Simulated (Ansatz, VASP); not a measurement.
**Pt in VASP and in Ansatz**

The input POSCAR:

```
Pt
1.0
    4.6740556805      0.0000000000      0.0000000000
   -2.3370278403      4.0478509580      0.0000000000
    0.0000000000      0.0000000000      2.7850265139
Pt
3
Direct
    1.0000000000      0.0000000000      1.0000000000
    0.3333333333      0.6666666667      0.5000000000
    0.6666666667      0.3333333333      0.5000000000
```

The input INCAR.step1:

```
SYSTEM = Pt
  ALGO = Normal
  EDIFF = 1E-4
  ENCUT = 520
  GGA = PE
  ISMEAR = -1
  LASPH = .True.
  LCHARG = .False.
  LREAL = .False.
  LWAVE = .True.
  NBANDS = 22
  NELM = 80
  PREC = Accurate
  SIGMA = 0.1
```

The input INCAR.step2:

```
SYSTEM = Pt
  ALGO = Normal
  EDIFF = 1E-6
  ENCUT = 520
  ISIF = 2
  ISMEAR = -1
  ISTART = 1
  LASPH = .True.
  LCHARG = .True.
  LELF = .True.
  LMIXTAU = .True.
  LREAL = .False.
  LVHAR = .True.
  LWAVE = .False.
  METAGGA = R2SCAN
  NBANDS = 22
  NELM = 80
  PREC = Accurate
  SIGMA = 0.1
```

The input KPOINTS:

```
k-points
0
Gamma
  9 9 13
  0 0 0
```

Input for Ansatz:

```yaml
crystal:
  lattice:
    - [4.6740556805, 0.0, 0.0]
    - [-2.3370278403, 4.047850958, 0.0]
    - [0.0, 0.0, 2.7850265139]
  atoms:
    - { symbol: Pt, position: [1.0, 0.0, 1.0] }
    - { symbol: Pt, position: [0.3333333333, 0.6666666667, 0.5] }
    - { symbol: Pt, position: [0.6666666667, 0.3333333333, 0.5] }
hamiltonian:
  xc: r2scan
  pseudopotentials:
    kind: paw
    azcp:
      Pt: "pseudopotentials/Pt.paw.azcp"
basis:
  ecutwfc: 500
  fft_grid_basis: typed
kpoints:
  mp_grid: { grid: [9, 9, 13], shift: [0, 0, 0] }
magnetization:
  spin_polarized: false
scf:
  occupations: { method: fermi_dirac, width: 0.1 }
  lower_state_search: "off"
output:
  stress: true
```

Alike in both runs: task single point; functional r2SCAN; k mesh 9 × 9 × 13; occupations fermi-dirac, width 0.1 eV; no spin polarisation.

|  | VASP | Ansatz |
| --- | --- | --- |
| version | VASP 6.6.1 | Ansatz 0.2.0 |
| potentials or method | VASP PAW PBE potentials, release 64 (Pt), cutoff 520 eV | plane waves (500 eV) with PAW, scalar-relativistic |
| valence electrons in the cell | 30 | 54 |

Ansatz gave:

```
pressure (GPa)                                                : -21.1
traceless stress, the component that is largest in VASP (GPa) : 0.13
```

Task: What did VASP give for the same quantities?

Result: Pressure (GPa): -20.8; traceless stress, the component that is largest in VASP (GPa): 0.19.

VASP's potentials were made for PBE, not for r2SCAN. The functional is the same, so the differences come from potentials, cutoffs and numerics. VASP's potentials hold 30 valence electrons a cell and Ansatz's 54, so a difference there can come from the potentials and not from the codes.

Spin-orbit coupling is off throughout.
